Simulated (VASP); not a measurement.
# IrO (Pm-3m) in VASP: notebook

Runs on IrO. Level: PBE. Tasks: single point, relaxation of cell and atoms.

Program: VASP 6.6.1. These are calculated values, not measurements. Logs are shortened: lines on timing, memory, paths and dates and some standing lists are left out, and cuts for length are marked.

## Step 1: The cell of the first run

Symmetry: Pm-3m, No. 221, cubic system. The conventional cell has a = 2.810 Å, b = 2.810 Å, c = 2.810 Å, α = 90.00°, β = 90.00°, γ = 90.00°. Within 3.2 Å of Ir (site symmetry m-3m) lie 8 O at 2.43 Å and 6 Ir at 2.81 Å. O (site symmetry m-3m) has 8 Ir at 2.43 Å and 6 O at 2.81 Å within 3.2 Å.

## Step 2: Single point, PBE

INCAR

```
PREC = Accurate
ENCUT = 520
EDIFF = 1E-6
ISMEAR = 0
SIGMA = 0.1
LREAL = F
LASPH = T
NELM = 100
ALGO = Normal
ISIF = 2
LWAVE = F
LCHARG = F
GGA = PE
NBANDS = 14
```

KPOINTS

```
regular mesh
0
Gamma
  14 14 14
```

POSCAR

```
IrO
1.0
    2.8102479666      0.0000000000      0.0000000000
    0.0000000000      2.8102479666      0.0000000000
    0.0000000000      0.0000000000      2.8102479666
Ir O
1 1
Direct
    0.0000000000      0.0000000000      0.0000000000
    0.5000000000      0.5000000000      0.5000000000
```

Potentials or basis: VASP PAW PBE potentials, release 64 (Ir, O).

Launch:

```console
> cat potpaw_PBE.64/Ir/POTCAR potpaw_PBE.64/O/POTCAR > POTCAR
> mpirun -np 1 vasp_std > vasp.out
```

OUTCAR:

```text
PREC = Accurate
   ENCUT = 520
   EDIFF = 1E-6
   ISMEAR = 0
   LREAL = F
   LASPH = T
   NELM = 100
   ISIF = 2
   GGA = PE

 ion  position               nearest neighbor table
   1  0.000  0.000  0.000-   2 2.43   2 2.43   2 2.43   2 2.43   2 2.43   2 2.43   2 2.43   2 2.43

   2  0.500  0.500  0.500-   1 2.43   1 2.43   1 2.43   1 2.43   1 2.43   1 2.43   1 2.43   1 2.43

  LATTYP: Found a simple cubic cell.
 ALAT       =     2.8102479666

  Lattice vectors:

 A1 = (   2.8102479666,   0.0000000000,   0.0000000000)
 A2 = (   0.0000000000,   2.8102479666,   0.0000000000)
 A3 = (   0.0000000000,   0.0000000000,   2.8102479666)

Analysis of symmetry for initial positions (statically):
=====================================================================
 Subroutine PRICEL returns:
 Original cell was already a primitive cell.

 Routine SETGRP: Setting up the symmetry group for a
 simple cubic supercell.

 Subroutine GETGRP returns: Found 48 space group operations
[... 9 lines left out ...]

 Routine SETGRP: Setting up the symmetry group for a
 simple cubic supercell.

 Subroutine GETGRP returns: Found 48 space group operations
[... 11 lines left out ...]
                                     Primitive cell

  volume of cell :      22.1939

  direct lattice vectors                    reciprocal lattice vectors
     2.810247967  0.000000000  0.000000000     0.355840485  0.000000000  0.000000000
     0.000000000  2.810247967  0.000000000     0.000000000  0.355840485  0.000000000
     0.000000000  0.000000000  2.810247967     0.000000000  0.000000000  0.355840485

  length of vectors
     2.810247967  2.810247967  2.810247967     0.355840485  0.355840485  0.355840485

  position of ions in fractional coordinates (direct lattice)
     0.000000000  0.000000000  0.000000000
     0.500000000  0.500000000  0.500000000

  ion indices of the primitive-cell ions
   primitive index   ion index
                 1           1
                 2           2

----------------------------------------------------------------------------------------

 KPOINTS: regular mesh

Automatic generation of k-mesh.
 Grid dimensions read from file:
 generate k-points for:   14   14   14

 Generating k-lattice:

  Cartesian coordinates                     Fractional coordinates (reciprocal lattice)
     0.025417178  0.000000000  0.000000000     0.071428571  0.000000000  0.000000000
     0.000000000  0.025417178  0.000000000     0.000000000  0.071428571  0.000000000
     0.000000000  0.000000000  0.025417178     0.000000000  0.000000000  0.071428571

  Length of vectors
     0.025417178  0.025417178  0.025417178

  Shift w.r.t. Gamma in fractional coordinates (k-lattice)
     0.000000000  0.000000000  0.000000000

 Subroutine IBZKPT returns following result:
 ===========================================

 Found    120 irreducible k-points:

 Following reciprocal coordinates:
            Coordinates               Weight
  0.000000  0.000000  0.000000      1.000000
  0.071429  0.000000  0.000000      6.000000
  0.142857  0.000000  0.000000      6.000000
  0.214286  0.000000  0.000000      6.000000
  0.285714  0.000000  0.000000      6.000000
  0.357143  0.000000  0.000000      6.000000
[... 16 lines left out ...]
  0.285714  0.214286  0.000000     24.000000
  0.357143  0.214286  0.000000     24.000000
 [... further k-points ...]
   k-points           NKPTS =    120   k-points in BZ     NKDIM =    120   number of bands    NBANDS=     14
   number of dos      NEDOS =    301   number of ions     NIONS =      2
   total plane-waves  NPLWV =  13824
   dimension x,y,z NGX =    24 NGY =   24 NGZ =   24
   dimension x,y,z NGXF=    48 NGYF=   48 NGZF=   48
   ions per type =               1   1
   NGX,Y,Z   is equivalent  to a cutoff of  14.20, 14.20, 14.20 a.u.
   NGXF,Y,Z  is equivalent  to a cutoff of  28.40, 28.40, 28.40 a.u.
 SYSTEM =  unknown system
   PREC   = accura    normal or accurate (medium, high low for compatibility)
   ISTART =      0    job   : 0-new  1-cont  2-samecut
   ICHARG =      2    charge: 1-file 2-atom 10-const
   ISPIN  =      1    spin polarized calculation?
   LNONCOLLINEAR =      F non collinear calculations
   LSORBIT =      F    spin-orbit coupling
   LASPH  =      T    aspherical Exc in radial PAW
   ENCUT  =  520.0 eV  38.22 Ry    6.18 a.u.   5.23  5.23  5.23*2*pi/ulx,y,z
   NELM   =    100;   NELMIN=  2; NELMDL= -5     # of ELM steps
   EDIFF  = 0.1E-05   stopping-criterion for ELM
   LREAL  =      F    real-space projection
   EDIFFG = 0.1E-04   stopping-criterion for IOM
   NSW    =      0    number of steps for IOM
   IBRION =     -1    ionic relax: 0-MD 1-quasi-New 2-CG
   NFREE  =      0    steps in history (QN), initial steepest desc. (CG)
   ISIF   =      2    stress and relaxation
   ISYM   =      2    0-nonsym 1-usesym 2-fastsym
   POTIM  = 0.5000    time-step for ionic-motion
   TEBEG  =    0.0;   TEEND  =   0.0 temperature during run
   PSTRESS=    0.0 pullay stress
   NELECT =      15.0000    total number of electrons
   NUPDOWN=      -1.0000    fix difference up-down
   EMIN   =  10.00;   EMAX   =-10.00  energy-range for DOS
   EFERMI =   0.00;   METHOD = LEGACY
   ISMEAR =     0;   SIGMA  =   0.10  broadening in eV -4-tet -1-fermi 0-gaus
   EFERMI_NEDOS =   21; number of points for ismear=-14 and -15
   IALGO  =     38    algorithm
   IMIX   =      4    mixing-type and parameters
     AMIX     =   0.40;   BMIX     =  1.00
     AMIX_MAG =   1.60;   BMIX_MAG =  1.00
  volume/ion in A,a.u.               =      11.10        74.89
  Fermi-wavevector in a.u.,A,eV,Ry     =   1.436682  2.714935 28.083170  2.064055
  Thomas-Fermi vector in A             =   2.555843
   LORBIT       =      0    0 simple, 1 ext, 2 COOP (PROOUT), +10 PAW based schemes
   GGA     = PE    functional components
   LHFCALC =     F    Hartree Fock is set to
   AEXX    =    0.0000 exact exchange contribution
   IVDW    =     0    specifies the selected vdW correction
   LEPSILON=     F    determine dielectric tensor
   LRPA    =     F    only Hartree local field effects (RPA)
 non-spin polarized calculation
 Gauss-broadening in eV      SIGMA  =   0.10
  energy-cutoff  :      520.00
  volume of cell :       22.19
 maximum number of plane-waves:       624
 NGX is ok and might be reduce to    24
   NGX = 11   NGY = 11   NGZ = 11

 number of electron      15.0000004 magnetization

 Free energy of the ion-electron system (eV)
  ---------------------------------------------------
  ext. energy  EPLUGINS =         0.00000000
  ---------------------------------------------------
  free energy    TOTEN  =       -11.79714086 eV

  energy without entropy =      -11.78432938  energy(sigma->0) =      -11.79073512

 E-fermi :   8.0650     XC(G=0): -13.2461

 val. band max:        8.0569101595   @ k =   0.0714   0.0714   0.0000
 cond. band min:       8.0652194812   @ k =   0.5000   0.0000   0.0000
 fundamental gap:      0.0083093217
 Fermi energy:         8.0650289899

 k-point     1 :       0.0000    0.0000    0.0000
  band No.  band energies     occupation
      1     -12.4349      2.00000
      2       2.9079      2.00000
      3       2.9079      2.00000
      4       4.2615      2.00000
      5       4.2615      2.00000
      6       4.2615      2.00000
      7       5.7067      2.00000
      8       7.8381      1.99867
      9       7.8381      1.99867
     10       7.8381      1.99867
     11      25.5364      0.00000
     12      25.5364      0.00000
     13      26.0532      0.00000
     14      26.0532      0.00000

 k-point     2 :       0.0714    0.0000    0.0000
  band No.  band energies     occupation
      1     -12.3897      2.00000
      2       2.7188      2.00000
      3       2.9350      2.00000
      4       4.0353      2.00000
      5       4.1752      2.00000
      6       4.1752      2.00000
      7       6.2858      2.00000
      8       7.8491      1.99774
      9       7.9042      1.97706
     10       7.9042      1.97706
     11      24.6225      0.00000
     12      25.1195      0.00000
     13      25.9942      0.00000
     14      25.9942      0.00000

 k-point     3 :       0.1429    0.0000    0.0000
  band No.  band energies     occupation
      1     -12.2605      2.00000
      2       1.9667      2.00000
      3       3.0122      2.00000
      4       3.9475      2.00000
      5       3.9475      2.00000
      6       4.2851      2.00000
      7       7.2776      2.00000
      8       7.8800      1.99111
      9       8.0777      0.85787
     10       8.0777      0.85787
     11      23.2504      0.00000
     12      24.1502      0.00000
     13      25.7786      0.00000
     14      25.7786      0.00000

 k-point     4 :       0.2143    0.0000    0.0000
  band No.  band energies     occupation
      1     -12.0663      2.00000
      2       1.0120      2.00000
      3       3.1267      2.00000
      4       3.6476      2.00000
      5       3.6476      2.00000
      6       5.0269      2.00000
      7       7.9251      1.95224
      8       8.2997      0.00090
      9       8.3066      0.00063
     10       8.3066      0.00063
     11      21.6008      0.00000
     12      23.0370      0.00000
     13      25.3795      0.00000
     14      25.3795      0.00000

 k-point     5 :       0.2857    0.0000    0.0000
  band No.  band energies     occupation
      1     -11.8390      2.00000
      2       0.1223      2.00000
      3       3.2582      2.00000
      4       3.3446      2.00000
      5       3.3446      2.00000
      6       6.0131      2.00000
      7       7.9756      1.79414
      8       8.5407      0.00000
      9       8.5407      0.00000
     10       9.3199      0.00000
     11      19.7233      0.00000
[... 276 lines left out ...]
 k-point    22 :       0.2143    0.2143    0.0000
  band No.  band energies     occupation
      1     -11.7959      2.00000
      2       0.9547      2.00000
      3       2.2647      2.00000
      4       3.6074      2.00000
      5       4.0764      2.00000
      6       6.0409      2.00000
      7       6.7532      2.00000
      8       7.1947      2.00000
      9       8.6550      0.00000
     10      10.4654      0.00000
     11      21.5726      0.00000
     12      21.8850      0.00000
     13      23.7168      0.00000
     14      26.0962      0.00000

 k-point    23 :       0.2857    0.2143    0.0000
  band No.  band energies     occupation
      1     -11.6331      2.00000
      2       0.5391      2.00000
      3       2.2641      2.00000
      4       3.5448      2.00000
      5       4.1790      2.00000
      6       6.5681      2.00000
      7       6.8062      2.00000
      8       7.0911      2.00000
      9       8.5849      0.00000
     10      11.0896      0.00000
     11      20.0209      0.00000
     12      21.8788      0.00000
     13      23.4131      0.00000
     14      26.3288      0.00000

 k-point    24 :       0.3571    0.2143    0.0000
  band No.  band energies     occupation
      1     -11.4805      2.00000
      2       0.0975      2.00000
      3       2.3356      2.00000
      4       3.4639      2.00000
      5       4.1424      2.00000
      6       6.9229      2.00000
      7       7.1197      2.00000
      8       7.2979      2.00000
      9       8.4272      0.00000
     10      11.7971      0.00000
     11      18.1804      0.00000
     12      22.0327      0.00000
     13      22.9764      0.00000
     14      26.4385      0.00000

 [... further k-points ...]
[... 5 lines left out ...]
  --------------------------------------------------------------------------------------
  -------------------------------------------------------------------------------------
  Total        0.0208441      0.0208441      0.0208441     -0.0000000     -0.0000000      0.0000000
  in kB        1.5047333      1.5047333      1.5047333     -0.0000000     -0.0000000      0.0000000
  external PRESSURE =       1.5047333 kB  Pullay stress =       0.0000000 kB

 VOLUME and BASIS-vectors are now :
 -----------------------------------------------------------------------------
  energy-cutoff  :      520.00
  volume of cell :       22.19
      direct lattice vectors                 reciprocal lattice vectors
     2.810247967  0.000000000  0.000000000     0.355840485  0.000000000  0.000000000
     0.000000000  2.810247967  0.000000000     0.000000000  0.355840485  0.000000000
     0.000000000  0.000000000  2.810247967     0.000000000  0.000000000  0.355840485

 POSITION                                       TOTAL-FORCE (eV/Angst)
 -----------------------------------------------------------------------------------
      0.00000      0.00000      0.00000         0.000000      0.000000      0.000000
      1.40512      1.40512      1.40512         0.000000      0.000000      0.000000
 -----------------------------------------------------------------------------------
    total drift:                                0.000000      0.000000     -0.000000

  FREE ENERGIE OF THE ION-ELECTRON SYSTEM (eV)
  ---------------------------------------------------
  free  energy   TOTEN  =       -11.7971408551 eV

  energy  without entropy=      -11.7843293795  energy(sigma->0) =      -11.79073512
```

It took 23 s on 1 thread of Intel Xeon Platinum 8375C at 2.90GHz (Ice Lake), shared host; peak memory 0.17 GiB.

Results:

- Free energy: -11.7971 eV
- Pressure: 0.2 GPa

Levels at points of the mesh, in eV from the Fermi level:
| k point | band 5 | band 6 | band 7 | band 8 | band 9 | band 10 | band 11 | band 12 |
| --- | --- | --- | --- | --- | --- | --- | --- | --- |
| (0.00, 0.00, 0.00) | -3.80 | -3.80 | -2.36 | -0.23 | -0.23 | -0.23 | 17.47 | 17.47 |
| (0.50, 0.00, 0.00) | -4.56 | -0.05 | 0.00 | 0.86 | 0.86 | 4.97 | 6.10 | 12.46 |
| (0.50, 0.50, 0.00) | -3.24 | -2.69 | -1.78 | -1.78 | 1.27 | 6.25 | 9.46 | 9.46 |
| (0.50, 0.50, 0.50) | 1.36 | 1.36 | 1.36 | 1.39 | 1.39 | 6.69 | 6.69 | 6.69 |

Caveat: spin-orbit coupling is left out, which moves the levels of the heavy elements; an odd number of electrons without spin polarisation forces a metal; a magnetic or distorted state may lie lower.

## Step 3: Relaxation of cell and atoms, PBE

INCAR

```
SYSTEM = IrO
PREC     = Accurate       ! precision mode
ENCUT    = 600            ! plane-wave cutoff, eV
EDIFF    = 1E-7           ! SCF threshold, eV
ISMEAR   = 0              ! smearing method
SIGMA    = 0.1            ! smearing width, eV
LREAL    = .False.        ! projectors in reciprocal space
LASPH    = .True.         ! aspherical terms in the spheres
NELM     = 60             ! most SCF steps
ALGO     = Normal         ! electronic algorithm
ISIF     = 3              ! what is computed and relaxed
LWAVE    = .False.        ! write WAVECAR
LCHARG   = .False.        ! write CHGCAR
GGA      = PE             ! functional
IBRION   = 2              ! ionic algorithm
NSW      = 100            ! ionic steps
EDIFFG   = -0.01          ! ionic threshold
```

KPOINTS

```
regular mesh
0
Gamma
  14 14 14
  0 0 0
```

POSCAR

```
IrO
1.0
    2.8108142128      0.0000000000      0.0000000000
    0.0000000000      2.8108142128      0.0000000000
    0.0000000000      0.0000000000      2.8108142128
Ir O
1 1
Direct
    0.0000000000      0.0000000000      0.0000000000
    0.5000000000      0.5000000000      0.5000000000
```

Potentials or basis: VASP PAW PBE potentials, release 64 (Ir, O).

Launch:

```console
> cat potpaw_PBE.64/Ir/POTCAR potpaw_PBE.64/O/POTCAR > POTCAR
> mpirun -np 1 vasp_std > vasp.out
```

It took 19 s on 1 thread of Intel Xeon Platinum 8375C at 2.90GHz (Ice Lake), shared host; peak memory 0.18 GiB.

Results (log left out):

```
Free energy             : -11.7986 eV
Pressure after relaxing : -0.1 GPa
```

Final structure:
```
Ir O
1.0
     2.81081    0.00000    0.00000
     0.00000    2.81081    0.00000
     0.00000    0.00000    2.81081
Ir O
1 1
Direct
  0.00000 0.00000 0.00000
  0.50000 0.50000 0.50000
```

Levels at points of the mesh, in eV from the Fermi level:
| k point | band 4 | band 5 | band 6 | band 7 | band 8 | band 9 | band 10 | band 11 |
| --- | --- | --- | --- | --- | --- | --- | --- | --- |
| (0.00, 0.00, 0.00) | -3.80 | -3.80 | -3.80 | -2.36 | -0.23 | -0.23 | -0.23 | 17.47 |
| (0.50, 0.00, 0.00) | -5.19 | -4.56 | -0.05 | 0.00 | 0.86 | 0.86 | 4.96 | 6.10 |
| (0.50, 0.50, 0.00) | -4.52 | -3.24 | -2.69 | -1.77 | -1.77 | 1.26 | 6.25 | 9.46 |
| (0.50, 0.50, 0.50) | -8.16 | 1.36 | 1.36 | 1.36 | 1.38 | 1.38 | 6.69 | 6.69 |

Caveat: the relaxation stopped at its first step, so nothing moved; spin-orbit coupling is left out, which moves the levels of the heavy elements; an odd number of electrons without spin polarisation forces a metal; a magnetic or distorted state may lie lower.
